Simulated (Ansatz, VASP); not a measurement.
Two plane-wave programs on AlCu

```
Al Cu
1.0
     3.14214    0.00000    0.00000
     0.00000    3.14214    0.00000
     0.00000    0.00000    3.14214
Al Cu
1 1
Direct
  0.00000 0.00000 0.00000
  0.50000 0.50000 0.50000
```

Alike in both runs: task single point; functional PBEsol; k mesh 14 × 14 × 14; occupations gaussian, width 0.1 eV; no spin polarisation.

```csv
,VASP,Ansatz
version,VASP 6.6.1,Ansatz 0.2.0
potentials or method,"VASP PAW PBE potentials, release 64 (Al, Cu_sv_GW), cutoff 820 eV","scalar-relativistic, plane waves, PAW"
valence electrons in the cell,22,22
```

VASP gave:

```
gap on the k mesh at the Fermi level (eV) : none
pressure (GPa)                            : -15.7
```

**Question.** Estimate Ansatz's values.

**Answer.** gap on the k mesh at the Fermi level (eV): none; pressure (GPa): -15.1.

VASP's potentials were made for PBE, not for PBEsol. A gap of «none» marks a metal or a gap that the smearing closes.
